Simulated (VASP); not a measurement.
CuO:

```
Cu O
1.0
     2.82072    0.00000    0.00000
     0.03828    2.82050    0.00000
     0.01714    0.01689    5.07067
Cu O
2 2
Direct
  0.00000 0.50000 0.00000
  0.50000 0.00000 0.50000
  0.99842 0.00167 0.74989
  0.00158 0.99833 0.25011
```

Base run:

```yaml
Program: VASP 6.6.1
Functional: PBE
Potentials_or_basis: VASP PAW PBE potentials, release 64 (Cu_sv_GW, O)
Cutoff: 700 eV
k_mesh: 9 × 9 × 5
Occupations: fermi-dirac, width 0.05 eV
Spin: no spin polarisation
```

Its results: band gap on the k mesh zero (bands 25 and 26 overlap by 0.99 eV); pressure 15.7 GPa; largest force 0.012 eV/Å.

The run is repeated on the same cell with these changes: functional from PBE to PBEsol. What comes out?

Band gap on the k mesh zero (bands 25 and 26 overlap by 1.01 eV); pressure 7.3 GPa; largest force 0.013 eV/Å.

PBEsol binds more tightly than PBE, so the same cell stands under less pressure.

Caveats: the cell stands under pressure; semilocal functionals often make such compounds metallic where correlation or magnetic order opens a gap, which also shifts bond lengths; the PAW data sets were made with another functional, which shifts forces and pressure a little (at least some runs).
